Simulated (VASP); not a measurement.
Runs of VASP 6.6.1 on Au. The typed cell holds 1 atom: a = 2.930 Å, b = 2.886 Å, c = 2.882 Å, α = 57.93°, β = 64.48°, γ = 57.26°. 

| level | k mesh | smearing | gap on the mesh (eV) | pressure (GPa) |
| --- | --- | --- | --- | --- |
| PBEsol | 8 × 9 × 8 | gaussian 0.05 eV | none | 1.2 |
| r2SCAN | 12 × 13 × 12 | gaussian 0.1 eV | none | 6.7 |
| r2SCAN | 8 × 9 × 8 | gaussian 0.1 eV | none | (a) |
| r2SCAN | 15 × 16 × 15 | gaussian 0.1 eV | none | 6.7 |
| r2SCAN | 10 × 11 × 10 | gaussian 0.1 eV | none | 6.8 |

Alike in all rows: task single point; potentials or basis VASP PAW PBE potentials, release 64 (Au); no spin polarisation; cell as given; cutoff (eV) 520.

Q: Fill in the values left out.

A: (a) 7.0.

Caveats: the PAW data sets were made with another functional, which shifts forces and pressure a little; spin-orbit coupling is left out, which moves the levels of the heavy elements.

A k mesh can miss the band edges, and the runs leave out spin-orbit coupling on Au.

A gap of «none» marks levels without a gap at the run's occupations.
